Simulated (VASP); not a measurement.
# Tl (Im-3m) in VASP: further runs

Aim: see how the results for Tl move with the level of theory and the settings. Levels: PBE, BLYP+D4, LDA. Tasks: single point.

Everything below comes from runs of VASP 6.6.1. Logs are shortened: lines on timing, memory, paths and dates and some standing lists are left out, and cuts for length are marked.

## 1. The cell of the first run

Symmetry: Im-3m, No. 229, cubic system. Conventional cell: a = 3.912 Å, b = 3.912 Å, c = 3.912 Å, α = 90.00°, β = 90.00°, γ = 90.00°. Tl (site symmetry m-3m) has 14 Tl at 3.39 to 3.91 Å within 4.5 Å.

## 2. Single point, PBE

INCAR reads:

```
  PREC = Accurate
  ENCUT = 520
  EDIFF = 1E-6
  ISMEAR = 0
  SIGMA = 0.1
  LREAL = False
  LASPH = True
  NELM = 80
  ALGO = Normal
  ISIF = 2
  LWAVE = False
  LCHARG = False
  GGA = PE
  NBANDS = 12
```

KPOINTS reads:

```
Automatic mesh
0
Gamma
  10 10 10
```

POSCAR reads:

```
Tl
1.0
   -1.9559951735      1.9559951735      1.9559951735
    1.9559951735     -1.9559951735      1.9559951735
    1.9559951735      1.9559951735     -1.9559951735
Tl
1
Direct
    0.0000000000      0.0000000000      0.0000000000
```

Potentials or basis: VASP PAW PBE potentials, release 64 (Tl_d).

Command:

```console
> cat potpaw_PBE.64/Tl_d/POTCAR > POTCAR
> mpirun -np 1 vasp_std > vasp.out
```

OUTCAR:

```text
PREC = Accurate
   ENCUT = 520
   EDIFF = 1E-6
   ISMEAR = 0
   LREAL = False
   LASPH = True
   NELM = 80
   ISIF = 2
   GGA = PE

 ion  position               nearest neighbor table
   1  0.000  0.000  0.000-

  LATTYP: Found a body centered cubic cell.
 ALAT       =     3.9119903470

  Lattice vectors:

 A1 = (  -1.9559951735,   1.9559951735,   1.9559951735)
 A2 = (   1.9559951735,  -1.9559951735,   1.9559951735)
 A3 = (   1.9559951735,   1.9559951735,  -1.9559951735)

Analysis of symmetry for initial positions (statically):
=====================================================================
 Subroutine PRICEL returns:
 Original cell was already a primitive cell.

 Routine SETGRP: Setting up the symmetry group for a
 body centered cubic supercell.

 Subroutine GETGRP returns: Found 48 space group operations
 (whereof 48 operations were pure point group operations)
 out of a pool of 48 trial point group operations.

The static configuration has the point symmetry O_h .

Analysis of symmetry for dynamics (positions and initial velocities):
=====================================================================
 Subroutine PRICEL returns:
 Original cell was already a primitive cell.

 Routine SETGRP: Setting up the symmetry group for a
 body centered cubic supercell.

 Subroutine GETGRP returns: Found 48 space group operations
 (whereof 48 operations were pure point group operations)
 out of a pool of 48 trial point group operations.

The dynamic configuration has the point symmetry O_h .

 Subroutine INISYM returns: Found 48 space group operations
 (whereof 48 operations are pure point group operations),
 and found     1 'primitive' translations

----------------------------------------------------------------------------------------

                                     Primitive cell

  volume of cell :      29.9339

  direct lattice vectors                    reciprocal lattice vectors
    -1.955995174  1.955995174  1.955995174     0.000000000  0.255624353  0.255624353
     1.955995174 -1.955995174  1.955995174     0.255624353  0.000000000  0.255624353
     1.955995174  1.955995174 -1.955995174     0.255624353  0.255624353  0.000000000

  length of vectors
     3.387883020  3.387883020  3.387883020     0.361507426  0.361507426  0.361507426

  position of ions in fractional coordinates (direct lattice)
     0.000000000  0.000000000  0.000000000

  ion indices of the primitive-cell ions
   primitive index   ion index
                 1           1

----------------------------------------------------------------------------------------

 KPOINTS: Automatic mesh

Automatic generation of k-mesh.
 Grid dimensions read from file:
 generate k-points for:   10   10   10

 Generating k-lattice:

  Cartesian coordinates                     Fractional coordinates (reciprocal lattice)
     0.000000000  0.025562435  0.025562435     0.100000000  0.000000000  0.000000000
     0.025562435  0.000000000  0.025562435     0.000000000  0.100000000  0.000000000
     0.025562435  0.025562435  0.000000000     0.000000000  0.000000000  0.100000000

  Length of vectors
     0.036150743  0.036150743  0.036150743

  Shift w.r.t. Gamma in fractional coordinates (k-lattice)
     0.000000000  0.000000000  0.000000000

 Subroutine IBZKPT returns following result:
 ===========================================

 Found     47 irreducible k-points:

 Following reciprocal coordinates:
            Coordinates               Weight
  0.000000  0.000000  0.000000      1.000000
  0.100000  0.000000  0.000000     12.000000
  0.200000  0.000000  0.000000     12.000000
  0.300000  0.000000  0.000000     12.000000
  0.400000  0.000000  0.000000     12.000000
  0.500000  0.000000  0.000000      6.000000
[... 16 lines left out ...]
  0.300000  0.300000  0.100000      8.000000
 -0.300000  0.300000  0.100000     24.000000
 [... further k-points ...]
   k-points           NKPTS =     47   k-points in BZ     NKDIM =     47   number of bands    NBANDS=     12
   number of dos      NEDOS =    301   number of ions     NIONS =      1
   total plane-waves  NPLWV =  21952
   dimension x,y,z NGX =    28 NGY =   28 NGZ =   28
   dimension x,y,z NGXF=    56 NGYF=   56 NGZF=   56
   ions per type =               1
   NGX,Y,Z   is equivalent  to a cutoff of  13.74, 13.74, 13.74 a.u.
   NGXF,Y,Z  is equivalent  to a cutoff of  27.48, 27.48, 27.48 a.u.
 SYSTEM =  unknown system
   PREC   = accura    normal or accurate (medium, high low for compatibility)
   ISTART =      0    job   : 0-new  1-cont  2-samecut
   ICHARG =      2    charge: 1-file 2-atom 10-const
   ISPIN  =      1    spin polarized calculation?
   LNONCOLLINEAR =      F non collinear calculations
   LSORBIT =      F    spin-orbit coupling
   LASPH  =      T    aspherical Exc in radial PAW
   ENCUT  =  520.0 eV  38.22 Ry    6.18 a.u.   6.30  6.30  6.30*2*pi/ulx,y,z
   NELM   =     80;   NELMIN=  2; NELMDL= -5     # of ELM steps
   EDIFF  = 0.1E-05   stopping-criterion for ELM
   LREAL  =      F    real-space projection
   EDIFFG = 0.1E-04   stopping-criterion for IOM
   NSW    =      0    number of steps for IOM
   IBRION =     -1    ionic relax: 0-MD 1-quasi-New 2-CG
   NFREE  =      0    steps in history (QN), initial steepest desc. (CG)
   ISIF   =      2    stress and relaxation
   ISYM   =      2    0-nonsym 1-usesym 2-fastsym
   POTIM  = 0.5000    time-step for ionic-motion
   TEBEG  =    0.0;   TEEND  =   0.0 temperature during run
   PSTRESS=    0.0 pullay stress
   NELECT =      13.0000    total number of electrons
   NUPDOWN=      -1.0000    fix difference up-down
   EMIN   =  10.00;   EMAX   =-10.00  energy-range for DOS
   EFERMI =   0.00;   METHOD = LEGACY
   ISMEAR =     0;   SIGMA  =   0.10  broadening in eV -4-tet -1-fermi 0-gaus
   EFERMI_NEDOS =   21; number of points for ismear=-14 and -15
   IALGO  =     38    algorithm
   IMIX   =      4    mixing-type and parameters
     AMIX     =   0.40;   BMIX     =  1.00
     AMIX_MAG =   1.60;   BMIX_MAG =  1.00
  volume/ion in A,a.u.               =      29.93       202.00
  Fermi-wavevector in a.u.,A,eV,Ry     =   1.239752  2.342792 20.911953  1.536985
  Thomas-Fermi vector in A             =   2.374222
   LORBIT       =      0    0 simple, 1 ext, 2 COOP (PROOUT), +10 PAW based schemes
   GGA     = PE    functional components
   LHFCALC =     F    Hartree Fock is set to
   AEXX    =    0.0000 exact exchange contribution
   IVDW    =     0    specifies the selected vdW correction
   LEPSILON=     F    determine dielectric tensor
   LRPA    =     F    only Hartree local field effects (RPA)
 non-spin polarized calculation
 Gauss-broadening in eV      SIGMA  =   0.10
  energy-cutoff  :      520.00
  volume of cell :       29.93
 maximum number of plane-waves:       818
 NGX is ok and might be reduce to    28
   NGX = 13   NGY = 13   NGZ = 13

 number of electron      13.0000004 magnetization

 Free energy of the ion-electron system (eV)
  ---------------------------------------------------
  ext. energy  EPLUGINS =         0.00000000
  ---------------------------------------------------
  free energy    TOTEN  =        -2.22424247 eV

  energy without entropy =       -2.22238556  energy(sigma->0) =       -2.22331401

 E-fermi :   6.0459     XC(G=0):  -9.9666

 val. band max:        6.0010606455   @ k =  -0.4000   0.4000   0.2000
 cond. band min:       6.2268668250   @ k =  -0.4000  -0.4000   0.2000
 fundamental gap:      0.2258061794
 Fermi energy:         6.0459164047

 k-point     1 :       0.0000    0.0000    0.0000
  band No.  band energies     occupation
      1      -5.5105      2.00000
      2      -5.5105      2.00000
      3      -5.5105      2.00000
      4      -5.1241      2.00000
      5      -5.1241      2.00000
      6      -3.6331      2.00000
      7      16.4650      0.00000
      8      16.4650      0.00000
      9      16.4650      0.00000
     10      18.3402      0.00000
     11      18.3402      0.00000
     12      18.3402      0.00000

 k-point     2 :       0.1000    0.0000    0.0000
  band No.  band energies     occupation
      1      -5.5262      2.00000
      2      -5.4996      2.00000
      3      -5.4537      2.00000
      4      -5.1409      2.00000
      5      -5.1244      2.00000
      6      -3.4145      2.00000
      7      14.4085      0.00000
      8      15.7199      0.00000
      9      16.0174      0.00000
     10      17.6093      0.00000
     11      18.1278      0.00000
     12      18.3156      0.00000

 k-point     3 :       0.2000    0.0000    0.0000
  band No.  band energies     occupation
      1      -5.5672      2.00000
      2      -5.4970      2.00000
      3      -5.3009      2.00000
      4      -5.1724      2.00000
      5      -5.1248      2.00000
      6      -2.7428      2.00000
      7      11.0878      0.00000
      8      14.2925      0.00000
      9      14.9764      0.00000
     10      16.8049      0.00000
     11      17.7264      0.00000
     12      18.8707      0.00000

 k-point     4 :       0.3000    0.0000    0.0000
  band No.  band energies     occupation
      1      -5.6173      2.00000
      2      -5.5428      2.00000
      3      -5.1769      2.00000
      4      -5.1246      2.00000
      5      -5.1034      2.00000
      6      -1.6153      2.00000
      7       7.9107      0.00000
      8      12.9675      0.00000
      9      13.9928      0.00000
     10      16.2581      0.00000
     11      17.3821      0.00000
     12      19.9775      0.00000

 k-point     5 :       0.4000    0.0000    0.0000
  band No.  band energies     occupation
      1      -5.6574      2.00000
      2      -5.6068      2.00000
      3      -5.1592      2.00000
      4      -5.1238      2.00000
      5      -4.9358      2.00000
      6      -0.1099      2.00000
      7       5.1477      2.00000
      8      12.0669      0.00000
      9      13.3448      0.00000
     10      15.9608      0.00000
     11      17.1682      0.00000
     12      21.3428      0.00000
[... 228 lines left out ...]
      1      -5.6008      2.00000
      2      -5.4531      2.00000
      3      -5.1663      2.00000
      4      -5.1333      2.00000
      5      -5.0904      2.00000
      6       1.2768      2.00000
      7       5.1565      2.00000
      8       7.8164      0.00000
      9      10.1728      0.00000
     10      20.5278      0.00000
     11      21.8757      0.00000
     12      22.4680      0.00000

 k-point    22 :      -0.2000    0.2000    0.1000
  band No.  band energies     occupation
      1      -5.5099      2.00000
      2      -5.4607      2.00000
      3      -5.3116      2.00000
      4      -5.2239      2.00000
      5      -5.1318      2.00000
      6      -2.5241      2.00000
      7      11.1386      0.00000
      8      13.4945      0.00000
      9      13.8967      0.00000
     10      16.4273      0.00000
     11      18.4493      0.00000
     12      18.6462      0.00000

 k-point    23 :       0.3000    0.3000    0.1000
  band No.  band energies     occupation
      1      -5.5933      2.00000
      2      -5.3035      2.00000
      3      -5.3035      2.00000
      4      -5.1153      2.00000
      5      -5.1153      2.00000
      6       1.7227      2.00000
      7       5.9942      1.53505
      8       5.9942      1.53505
      9       9.9073      0.00000
     10      21.7520      0.00000
     11      21.7520      0.00000
     12      22.3528      0.00000

 k-point    24 :      -0.3000    0.3000    0.1000
  band No.  band energies     occupation
      1      -5.5566      2.00000
      2      -5.4989      2.00000
      3      -5.2312      2.00000
      4      -5.1467      2.00000
      5      -5.1123      2.00000
      6      -1.4050      2.00000
      7       8.0783      0.00000
      8      12.2430      0.00000
      9      13.0744      0.00000
     10      16.9208      0.00000
     11      18.1635      0.00000
     12      18.3232      0.00000

 [... further k-points ...]

------------------------ aborting loop because EDIFF is reached ----------------------------------------

  FORCE on cell =-STRESS in cart. coord.  units (eV):
  Direction    XX          YY          ZZ          XY          YZ          ZX
  --------------------------------------------------------------------------------------
  -------------------------------------------------------------------------------------
  Total        0.2428745      0.2428745      0.2428745      0.0000000      0.0000000     -0.0000000
  in kB       12.9995732     12.9995732     12.9995732      0.0000000      0.0000000     -0.0000000
  external PRESSURE =      12.9995732 kB  Pullay stress =       0.0000000 kB

 VOLUME and BASIS-vectors are now :
 -----------------------------------------------------------------------------
  energy-cutoff  :      520.00
  volume of cell :       29.93
      direct lattice vectors                 reciprocal lattice vectors
    -1.955995174  1.955995174  1.955995174     0.000000000  0.255624353  0.255624353
     1.955995174 -1.955995174  1.955995174     0.255624353  0.000000000  0.255624353
     1.955995174  1.955995174 -1.955995174     0.255624353  0.255624353  0.000000000

 POSITION                                       TOTAL-FORCE (eV/Angst)
 -----------------------------------------------------------------------------------
      0.00000      0.00000      0.00000         0.000000      0.000000      0.000000
 -----------------------------------------------------------------------------------
    total drift:                               -0.000000     -0.000000     -0.000000

  FREE ENERGIE OF THE ION-ELECTRON SYSTEM (eV)
  ---------------------------------------------------
  free  energy   TOTEN  =        -2.2242424692 eV

  energy  without entropy=       -2.2223855582  energy(sigma->0) =       -2.22331401
```

Run time: 8.9 s. Hardware: 1 thread of Intel Xeon Platinum 8559C (Emerald Rapids), shared host; peak memory 0.16 GiB.

What came out:

* Free energy: -2.2242 eV
* Pressure: 1.3 GPa

Caveat: spin-orbit coupling is left out, which moves the levels of the heavy elements.

## 3. Single point, PBE

INCAR reads:

```
SYSTEM = Tl
ALGO = Normal ; EDIFF = 1E-6
ENCUT = 520 ; GGA = PE
ISIF = 2 ; ISMEAR = 0
LASPH = .True. ; LCHARG = .True.
LELF = .True. ; LREAL = .False.
LVHAR = .True. ; LWAVE = .False.
NBANDS = 12 ; NELM = 60
PREC = Accurate ; SIGMA = 0.05
```

KPOINTS reads:

```
k-points
0
Gamma
  10 10 10
  0 0 0
```

POSCAR is that of step 2.

Potentials or basis: VASP PAW PBE potentials, release 64 (Tl_d).

Command:

```console
> cat potpaw_PBE.64/Tl_d/POTCAR > POTCAR
> mpirun -np 1 vasp_std > vasp.out
```

It took 9.8 s on 1 thread of Intel Xeon Platinum 8559C (Emerald Rapids), shared host; peak memory 0.16 GiB.

It converged, with:

| Quantity | Value |
| --- | --- |
| Free energy | -2.2233 eV |
| Pressure | 1.3 GPa |

Levels at points of the mesh, in eV from the Fermi level:
| k point | band 2 | band 3 | band 4 | band 5 | band 6 | band 7 | band 8 | band 9 | band 10 | band 11 |
| --- | --- | --- | --- | --- | --- | --- | --- | --- | --- | --- |
| (0.00, 0.00, 0.00) | -11.53 | -11.53 | -11.15 | -11.15 | -9.66 | 10.44 | 10.44 | 10.44 | 12.32 | 12.32 |
| (0.50, 0.00, 0.00) | -11.66 | -11.17 | -11.15 | -10.89 | -4.96 | -2.47 | 5.73 | 7.10 | 9.85 | 11.07 |
| (0.50, 0.50, 0.50) | -11.71 | -10.95 | -10.95 | -10.95 | -1.75 | 1.53 | 1.53 | 1.53 | 6.45 | 6.45 |

Caveat: spin-orbit coupling is left out, which moves the levels of the heavy elements.

## 4. Single point, BLYP+D4

INCAR reads:

```
SYSTEM = Tl
AGGAC = 1.0 ; AGGAX = 1.0
ALDAC = 0.0 ; ALDAX = 1.0
ALGO = Fast ; EDIFF = 1E-6
ENCUT = 520 ; GGA = B5
ISIF = 2 ; ISMEAR = -5
IVDW = 13 ; LASPH = .True.
LCHARG = .False. ; LREAL = .False.
LWAVE = .False. ; NBANDS = 12
NELM = 100 ; PREC = Accurate
SIGMA = 0.05 ; VDW_A1 = 0.44488865
VDW_A2 = 4.0933009 ; VDW_S6 = 1.0
VDW_S8 = 2.34076671
```

KPOINTS is that of step 3.

POSCAR is that of step 3.

Command:

```console
> cat potpaw_PBE.64/Tl_d/POTCAR > POTCAR
> mpirun -np 1 vasp_std > vasp.out
```

Run time: 16 s. Hardware: 1 thread of Intel Xeon Platinum 8559C (Emerald Rapids), shared host; peak memory 0.16 GiB.

The run converged. Its results:

```yaml
Free_energy: -2.2742 eV
Pressure: 1.5 GPa
Dispersion_energy_per_atom: -0.642 eV
```

Levels at points of the mesh, in eV from the Fermi level:
```tsv
k point	band 4	band 5	band 6	band 7	band 8	band 9
(0.00, 0.00, 0.00)	-11.32	-11.32	-9.82	10.06	10.06	10.06
(0.50, 0.00, 0.00)	-11.32	-11.06	-5.21	-2.52	5.44	6.98
(0.50, 0.50, 0.50)	-11.12	-11.12	-2.08	1.35	1.35	1.35
```

Caveat: the PAW data sets were made with another functional, which shifts forces and pressure a little; spin-orbit coupling is left out, which moves the levels of the heavy elements; pairwise dispersion overbinds metals, which lowers pressure and volume; tetrahedron occupations give inexact forces and stress in metals.

## 5. Single point, LDA, non-collinear spin, zero start, spin-orbit coupling

INCAR reads:

```
SYSTEM = Tl
ALGO = Normal
EDIFF = 1E-7
ENCUT = 520
GGA_COMPAT = .False.
ISIF = 2
ISMEAR = 0
LASPH = .True.
LCHARG = .False.
LNONCOLLINEAR = .True.
LORBIT = 11
LORBMOM = .True.
LREAL = .False.
LSORBIT = .True.
LWAVE = .False.
MAGMOM = 0 0 0
NBANDS = 24
NELM = 150
PREC = Accurate
SIGMA = 0.1
```

KPOINTS reads:

```
k-points
0
Gamma
  7 7 7
  0 0 0
```

POSCAR is that of step 4.

Potentials or basis: VASP PAW LDA potentials, release 64 (Tl_d).

Command:

```console
> cat potpaw_LDA.64/Tl_d/POTCAR > POTCAR
> mpirun -np 1 vasp_ncl > vasp.out
```

It took 16 s on 1 thread of Intel Xeon Platinum 8559C (Emerald Rapids), shared host; peak memory 0.2 GiB.

The run converged. Its results:

| Property | Result |
| --- | --- |
| Free energy | -3.1776 eV |
| Pressure | -3.6 GPa |
| Net moment | 0.00 μB per cell |
| Valence electrons inside the program's atomic spheres | Tl 11.20 |

Moments on the atoms (μB; x, y, z):
```
Tl  0.00 0.00 0.00
```

## 6. Summary

| level | potentials or basis | spin | k mesh | smearing | gap on the mesh (eV) | pressure (GPa) |
| --- | --- | --- | --- | --- | --- | --- |
| PBE | VASP PAW PBE potentials, release 64 (Tl_d) | off | 10 × 10 × 10 | gaussian 0.1 eV | none | 1.3 |
| PBE | VASP PAW PBE potentials, release 64 (Tl_d) | off | 10 × 10 × 10 | gaussian 0.05 eV | none | 1.3 |
| BLYP+D4 | VASP PAW PBE potentials, release 64 (Tl_d) | off | 10 × 10 × 10 | tetrahedron | none | 1.5 |
| LDA | VASP PAW LDA potentials, release 64 (Tl_d) | non-collinear, zero start, SOC | 7 × 7 × 7 | gaussian 0.1 eV | - | -3.6 |

Alike in all rows: task single point; cell as given; cutoff (eV) 520.

Caveats: spin-orbit coupling is left out, which moves the levels of the heavy elements (some runs); the PAW data sets were made with another functional, which shifts forces and pressure a little (some runs); pairwise dispersion overbinds metals, which lowers pressure and volume (some runs); tetrahedron occupations give inexact forces and stress in metals (some runs).

Total energies depend on the potentials used, so only differences within one code and one set of settings carry meaning.
